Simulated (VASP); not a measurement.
# Si3C (P1) in VASP: single point with PBEsol

Aim: the single point of Si3C with PBEsol.

Program: VASP 6.6.1. These are calculated values, not measurements. Logs are shortened: lines on timing, memory, paths and dates and some standing lists are left out, and cuts for length are marked.

### Step 1. The cell of the first run

The typed cell holds 16 atoms: a = 6.868 Å, b = 6.868 Å, c = 5.004 Å, α = 90.00°, β = 90.00°, γ = 90.00°.

### Step 2. Single point, PBEsol

The input, INCAR:

```
SYSTEM = Si3C
ALGO = Normal ; EDIFF = 1E-7
ENCUT = 520 ; GGA = PS
ISIF = 2 ; ISMEAR = -1
LASPH = .True. ; LCHARG = .False.
LREAL = Auto ; LWAVE = .False.
NBANDS = 46 ; NELM = 60
PREC = Accurate ; SIGMA = 0.069
```

The input, KPOINTS:

```
k-points
0
Gamma
  2 2 4
  0 0 0
```

The input, POSCAR:

```
Si3C
1.0
    6.8683690000      0.0000000000      0.0000000000
    0.0000000000      6.8683690000      0.0000000000
    0.0000000000      0.0000000000      5.0038930000
C Si
4 12
Direct
    0.0052549594      0.0038562285      0.0034223354
   -0.0132645756      0.5136615403      0.0119059300
    0.5018945546      0.0126698202     -0.0044435403
    0.4732066667      0.5296750946     -0.0182629804
   -0.0018228491      0.2433772851      0.2129042328
    0.2529616565      0.2582158879      0.4822119498
    0.2534300356      0.0186553751      0.8014673775
   -0.0037256298      0.7709201413      0.2098552067
    0.2379733820      0.7635501238      0.5011308195
    0.2210652922      0.5047594269      0.7951413030
    0.4970219276      0.2828265342      0.1856910210
    0.7363612817      0.2698324741      0.4976837035
    0.7597094740      0.0201595168      0.7858373470
    0.4997480479      0.7766443533      0.1968355438
    0.7377859285      0.7437395981      0.4899311396
    0.7237884278      0.4917927386      0.8400239573
```

Potentials or basis: VASP PAW PBE potentials, release 64 (C, Si).

Started as:

```bash
$ cat potpaw_PBE.64/C/POTCAR potpaw_PBE.64/Si/POTCAR > POTCAR
$ mpirun -np 1 vasp_std > vasp.out
```

OUTCAR:

```text
SYSTEM = Si3C
   EDIFF = 1E-7
   ENCUT = 520
   GGA = PS
   ISIF = 2
   ISMEAR = -1
   LASPH = .True.
   LREAL = Auto
   NELM = 60
   PREC = Accurate

 ion  position               nearest neighbor table
   1  0.005  0.004  0.003-   8 1.91   5 1.95   7 1.98  13 2.01
   2  0.987  0.514  0.012-  10 1.94  16 2.01   8 2.03   5 2.11
   3  0.502  0.013  0.996-  14 1.91   7 1.96  13 2.06  11 2.09
   4  0.473  0.530  0.982-  16 1.88  10 1.97  11 1.99  14 2.02
   5  0.998  0.243  0.213-   1 1.95   2 2.11   6 2.21  12 2.30  13 3.10   7 3.11
   6  0.253  0.258  0.482-   5 2.21  11 2.25   7 2.29  10 2.32
   7  0.253  0.019  0.801-   3 1.96   1 1.98   6 2.29   9 2.31  14 3.09   5 3.11  11 3.13
   8  0.996  0.771  0.210-   1 1.91   2 2.03   9 2.21  15 2.27
   9  0.238  0.764  0.501-   8 2.21  10 2.31   7 2.31  14 2.36
  10  0.221  0.505  0.795-   2 1.94   4 1.97   9 2.31   6 2.32  11 3.12
  11  0.497  0.283  0.186-   4 1.99   3 2.09   6 2.25  12 2.27  16 2.73  10 3.12   7 3.13
  12  0.736  0.270  0.498-  13 2.25  11 2.27  16 2.29   5 2.30
  13  0.760  0.020  0.786-   1 2.01   3 2.06  12 2.25  15 2.41   5 3.10
  14  0.500  0.777  0.197-   3 1.91   4 2.02  15 2.21   9 2.36  16 3.06   7 3.09
  15  0.738  0.744  0.490-  14 2.21   8 2.27  13 2.41  16 2.46
  16  0.724  0.492  0.840-   4 1.88   2 2.01  12 2.29  15 2.46  11 2.73  14 3.06

  LATTYP: Found a simple tetragonal cell.
 ALAT       =     6.8683690000
 C/A-ratio  =     0.7285416669

  Lattice vectors:

 A1 = (   6.8683690000,   0.0000000000,   0.0000000000)
 A2 = (   0.0000000000,   6.8683690000,   0.0000000000)
 A3 = (   0.0000000000,   0.0000000000,   5.0038930000)

Analysis of symmetry for initial positions (statically):
=====================================================================
 Subroutine PRICEL returns:
 Original cell was already a primitive cell.

 Routine SETGRP: Setting up the symmetry group for a
 simple tetragonal supercell.

 Subroutine GETGRP returns: Found  1 space group operations
 (whereof  1 operations were pure point group operations)
 out of a pool of 16 trial point group operations.

The static configuration has the point symmetry C_1 .

Analysis of symmetry for dynamics (positions and initial velocities):
=====================================================================
 Subroutine PRICEL returns:
 Original cell was already a primitive cell.

 Routine SETGRP: Setting up the symmetry group for a
 simple tetragonal supercell.
[... 123 lines left out ...]
   NSW    =      0    number of steps for IOM
   IBRION =     -1    ionic relax: 0-MD 1-quasi-New 2-CG
   NFREE  =      0    steps in history (QN), initial steepest desc. (CG)
   ISIF   =      2    stress and relaxation
   ISYM   =      2    0-nonsym 1-usesym 2-fastsym
   POTIM  = 0.5000    time-step for ionic-motion
   TEBEG  =    0.0;   TEEND  =   0.0 temperature during run
   PSTRESS=    0.0 pullay stress
   NELECT =      64.0000    total number of electrons
   NUPDOWN=      -1.0000    fix difference up-down
   EMIN   =  10.00;   EMAX   =-10.00  energy-range for DOS
   EFERMI =   0.00;   METHOD = LEGACY
   ISMEAR =    -1;   SIGMA  =   0.07  broadening in eV -4-tet -1-fermi 0-gaus
   EFERMI_NEDOS =   21; number of points for ismear=-14 and -15
   IALGO  =     38    algorithm
   IMIX   =      4    mixing-type and parameters
     AMIX     =   0.40;   BMIX     =  1.00
     AMIX_MAG =   1.60;   BMIX_MAG =  1.00
  volume/ion in A,a.u.               =      14.75        99.56
  Fermi-wavevector in a.u.,A,eV,Ry     =   1.059570  2.002297 15.275111  1.122689
  Thomas-Fermi vector in A             =   2.194920
   LORBIT       =      0    0 simple, 1 ext, 2 COOP (PROOUT), +10 PAW based schemes
   GGA     = PS    functional components
   LHFCALC =     F    Hartree Fock is set to
   AEXX    =    0.0000 exact exchange contribution
   IVDW    =     0    specifies the selected vdW correction
   LEPSILON=     F    determine dielectric tensor
   LRPA    =     F    only Hartree local field effects (RPA)
 non-spin polarized calculation
  energy-cutoff  :      520.00
  volume of cell :      236.06
 maximum number of plane-waves:      6372
 NGX is ok and might be reduce to    54
   NGX = 25   NGY = 25   NGZ = 19

 number of electron      64.0000000 magnetization

 Free energy of the ion-electron system (eV)
  ---------------------------------------------------
  ext. energy  EPLUGINS =         0.00000000
  ---------------------------------------------------
  free energy    TOTEN  =      -102.17997371 eV

  energy without entropy =     -102.12078055  energy(sigma->0) =     -102.15037713

 E-fermi :   7.7277     XC(G=0): -10.4488

 val. band max:        7.7200683424   @ k =   0.0000   0.0000   0.2500
 cond. band min:       7.8332324847   @ k =   0.5000   0.0000   0.0000
 fundamental gap:      0.1131641423
 Fermi energy:         7.7276635631

 k-point     1 :       0.0000    0.0000    0.0000
  band No.  band energies     occupation
      1      -7.1708      2.00000
      2      -5.7190      2.00000
      3      -5.1876      2.00000
      4      -4.0880      2.00000
      5      -3.4976      2.00000
      6      -3.3952      2.00000
[... 553 lines left out ...]
     43      11.8839      0.00000
     44      12.1619      0.00000
 [bands above 44 left out]

------------------------ aborting loop because EDIFF is reached ----------------------------------------

  FORCE on cell =-STRESS in cart. coord.  units (eV):
  Direction    XX          YY          ZZ          XY          YZ          ZX
  --------------------------------------------------------------------------------------
  -------------------------------------------------------------------------------------
  Total        2.3838691     -6.6813049      0.1839542     -0.5906588     -0.9837604      2.1461032
  in kB       16.1799708    -45.3478412      1.2485473     -4.0089625     -6.6770507     14.5661890
  external PRESSURE =      -9.3064410 kB  Pullay stress =       0.0000000 kB

 VOLUME and BASIS-vectors are now :
 -----------------------------------------------------------------------------
  energy-cutoff  :      520.00
  volume of cell :      236.06
      direct lattice vectors                 reciprocal lattice vectors
     6.868369000  0.000000000  0.000000000     0.145594973  0.000000000  0.000000000
     0.000000000  6.868369000  0.000000000     0.000000000  0.145594973  0.000000000
     0.000000000  0.000000000  5.003893000     0.000000000  0.000000000  0.199844401

 POSITION                                       TOTAL-FORCE (eV/Angst)
 -----------------------------------------------------------------------------------
      0.03609      0.02649      0.01713        -0.539906      1.016980     -0.742637
      6.77726      3.52802      0.05958        -0.219498     -0.581162      0.093278
      3.44720      0.08702      4.98166         0.365027      1.172634     -0.177349
      3.25016      3.63800      4.91251        -0.279768     -0.197484      1.061720
      6.85585      1.67161      1.06535        -0.691399      1.133892     -0.468023
      1.73743      1.77352      2.41294         0.026031      0.175438      1.007876
[... 8 lines left out ...]
      5.06739      5.10828      2.45156         0.795432      0.071624      1.479278
      4.97125      3.37781      4.20339         1.259002      1.151768     -1.186715
 -----------------------------------------------------------------------------------
    total drift:                               -0.007083      0.007279     -0.015202

  FREE ENERGIE OF THE ION-ELECTRON SYSTEM (eV)
  ---------------------------------------------------
  free  energy   TOTEN  =      -102.1799737139 eV

  energy  without entropy=     -102.1207805518  energy(sigma->0) =     -102.15037713
```

OSZICAR:

```text
N       E                     dE             d eps       ncg     rms          rms(c)
DAV:   1     0.159342674552E+03    0.15934E+03   -0.26406E+04  1104   0.120E+03
DAV:   2    -0.891017169117E+02   -0.24844E+03   -0.23211E+03  1358   0.186E+02
DAV:   3    -0.107884397151E+03   -0.18783E+02   -0.18289E+02  1400   0.471E+01
DAV:   4    -0.108435347873E+03   -0.55095E+00   -0.54786E+00  1392   0.904E+00
DAV:   5    -0.108450146756E+03   -0.14799E-01   -0.14780E-01  1378   0.144E+00    0.182E+01
DAV:   6    -0.102562265274E+03    0.58879E+01   -0.17846E+01  1372   0.151E+01    0.990E+00
DAV:   7    -0.102308888070E+03    0.25338E+00   -0.33974E+00  1304   0.711E+00    0.453E+00
DAV:   8    -0.102191900257E+03    0.11699E+00   -0.41168E-01  1400   0.242E+00    0.123E+00
DAV:   9    -0.102179373671E+03    0.12527E-01   -0.61423E-02  1368   0.107E+00    0.396E-01
DAV:  10    -0.102179992780E+03   -0.61911E-03   -0.12812E-02  1408   0.396E-01    0.231E-01
DAV:  11    -0.102179941200E+03    0.51580E-04   -0.19669E-03  1408   0.171E-01    0.953E-02
DAV:  12    -0.102179967489E+03   -0.26290E-04   -0.26699E-04  1336   0.792E-02    0.330E-02
DAV:  13    -0.102179974235E+03   -0.67456E-05   -0.77500E-05  1360   0.317E-02    0.185E-02
DAV:  14    -0.102179973239E+03    0.99579E-06   -0.62032E-06  1568   0.127E-02    0.676E-03
DAV:  15    -0.102179973717E+03   -0.47794E-06   -0.32644E-06  1320   0.666E-03    0.184E-03
DAV:  16    -0.102179973714E+03    0.31014E-08   -0.35053E-07  1200   0.237E-03
   1 F= -.10217997E+03 E0= -.10215038E+03  d E =-.591932E-01
```

stdout:

```text
POSCAR found type information on POSCAR C Si
 POSCAR found :  2 types and      16 ions
 scaLAPACK will be used
 -----------------------------------------------------------------------------
|                                                                             |
|                                                                             |
|     You enforced a specific xc type in the INCAR file but a different       |
|     I HOPE YOU KNOW WHAT YOU ARE DOING!                                     |
|                                                                             |
 -----------------------------------------------------------------------------

 LDA part: xc-table for (Slater+PW92), standard interpolation
 POSCAR, INCAR and KPOINTS ok, starting setup
 FFT: planning ... GRIDC
 FFT: planning ... GRID_SOFT
 FFT: planning ... GRID
 WAVECAR not read
 entering main loop
```

It took 6.4 min on 1 thread of Intel Xeon 8259CL, shared host; peak memory 0.36 GiB.

Results:

| Quantity | Value |
| --- | --- |
| Free energy | -102.1800 eV |
| Pressure | -0.9 GPa |
| Largest force | 2.078 eV/Å |
| Band gap on the k mesh | zero (band 32 reaches 7.83 eV, above the bottom of band 33 at 7.65 eV) |

Forces on the atoms (eV/Å):
```
C   -0.540  1.017 -0.743
C   -0.219 -0.581  0.093
C    0.365  1.173 -0.177
C   -0.280 -0.197  1.062
Si  -0.691  1.134 -0.468
Si   0.026  0.175  1.008
Si   0.243 -0.629 -0.081
Si  -0.585 -1.160 -0.612
Si   1.038  0.146  0.379
Si   0.207  0.532 -0.171
Si  -0.045 -0.743 -0.453
Si   0.657  0.111 -0.363
Si  -0.813 -1.625  0.541
Si  -1.416 -0.576 -0.306
Si   0.795  0.072  1.479
Si   1.259  1.152 -1.187
```

Caveat: the k points lie up to 0.46 Å⁻¹ apart; the PAW data sets were made with another functional, which shifts forces and pressure a little.
